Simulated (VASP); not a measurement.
Set up this calculation in VASP 6.6.1, as the native input.

```yaml
Task: single point
Functional: PBE
Potentials_or_basis: VASP PAW PBE potentials, release 64 (Au)
Cutoff: 520 eV
k_mesh: 12 × 12 × 12
Occupations: fermi-dirac, width 0.05 eV
Spin: no spin polarisation
Dipole_correction: no
Further_INCAR_settings: ALGO = Normal; EDIFF = 1e-06; NBANDS = 18
```

The structure of Au lies in POSCAR:

```
Au
1.0
    0.0000000000      3.0814704409      3.0814704409
    3.0814704409      0.0000000000      3.0814704409
    3.0814704409      3.0814704409      0.0000000000
Au
2
Direct
   -0.1250000000     -0.1250000000     -0.1250000000
    0.1250000000      0.1250000000      0.1250000000
```

The input as run:

INCAR

```
SYSTEM = Au
PREC     = Accurate       ! precision mode
ENCUT    = 520            ! plane-wave cutoff, eV
EDIFF    = 1E-6           ! SCF threshold, eV
ISMEAR   = -1             ! smearing method
SIGMA    = 0.05           ! smearing width, eV
LREAL    = .False.        ! projectors in reciprocal space
LASPH    = .True.         ! aspherical terms in the spheres
NELM     = 80             ! most SCF steps
ALGO     = Normal         ! electronic algorithm
ISIF     = 2              ! what is computed and relaxed
LWAVE    = .False.        ! write WAVECAR
LCHARG   = .True.         ! write CHGCAR
GGA      = PE             ! functional
LELF     = .True.         ! ELF
LVHAR    = .True.       
NBANDS   = 18             ! bands
```

KPOINTS

```
Automatic mesh
0
Gamma
  12 12 12
  0 0 0
```

Potentials or basis: VASP PAW PBE potentials, release 64 (Au).

The run is started by

```bash
$ cat potpaw_PBE.64/Au/POTCAR > POTCAR
$ mpirun -np 1 vasp_std > vasp.out
```

Results of the run:

| Property | Result |
| --- | --- |
| Pressure | -0.1 GPa |
| Band gap on the k mesh | zero (band 11 reaches 3.02 eV, above the bottom of band 12 at 2.38 eV) |

Caveat: spin-orbit coupling is left out, which moves the levels of the heavy elements.

Wall time 27 s on 1 thread of Intel Xeon 6975P-C, with other jobs on the host, peak memory 0.21 GiB.
